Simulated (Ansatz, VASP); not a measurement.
## Two plane-wave programs on C

INCAR

```
  PREC = Accurate
  ENCUT = 520
  EDIFF = 1E-6
  ISMEAR = 0
  SIGMA = 0.04
  LREAL = F
  LASPH = T
  NELM = 120
  ALGO = Normal
  ISIF = 2
  LWAVE = F
  LCHARG = F
  LDIPOL = T
  IDIPOL = 3
  DIPOL = 0.5 0.5 0.671
  GGA = PS
  IVDW = 12
  NBANDS = 11
  GGA_COMPAT = F
  NELMDL = -8
```

File KPOINTS:

```
regular mesh
0
Gamma
  15 15 1
```

File POSCAR:

```
C
1.0
    2.4816964229      0.0000000000      0.0000000000
   -1.2408482115      2.1492121467      0.0000000000
    0.0000000000      0.0000000000     20.9526120466
C
2
Direct
    1.0000000000      0.0000000000      0.6705498487
    0.3333333333      0.6666666667      0.6704671140
```

Input for Ansatz:

```yaml
crystal:
  lattice:
    - [2.4816964229, 0.0, 0.0]
    - [-1.2408482115, 2.1492121467, 0.0]
    - [0.0, 0.0, 20.9526120466]
  atoms:
    - { symbol: C, position: [1.0, 0.0, 0.6705498487] }
    - { symbol: C, position: [0.3333333333, 0.6666666667, 0.670467114] }
basis:
  ecutwfc: 420
kpoints:
  mp_grid: { grid: [15, 15, 1] }
hamiltonian:
  xc: pbesol
  dispersion: d3bj
  pseudopotentials: { kind: paw, azcp: { folder: soft_1 } }
scf:
  occupations: { method: gaussian, width: 0.04 }
  n_extra_bands: 6
  max_iter: 160
output:
  forces: true
  eigenvalues: true
  write_density: true
  write_potential: true
  elf: true
  volumetric_format: npy
efield:
  axis: 3
  dipole_correction: true
```

Alike in both runs: task single point; functional PBEsol; dispersion D3(BJ); k mesh 15 × 15 × 1; occupations gaussian, width 0.04 eV; no spin polarisation.

```csv
,VASP,Ansatz
version,VASP 6.6.1,Ansatz 0.2.0
potentials or method,"VASP PAW PBE potentials, release 64 (C), cutoff 520 eV","scalar-relativistic, plane waves, PAW"
valence electrons in the cell,8,8
```

```csv
,VASP,Ansatz,Ansatz less VASP
gap on the k mesh at the Fermi level (eV),none,none,-
rms of the force components (eV/Å),0.017,0.017,+0.0001
```

VASP's potentials were made for PBE, not for PBEsol, and Ansatz warns of the same on its side. Atom by atom the forces differ by 0.000 eV/Å (rms over components). A gap of «none» marks a metal or a gap that the smearing closes. Ansatz's warnings: xc potential rough in thin density.
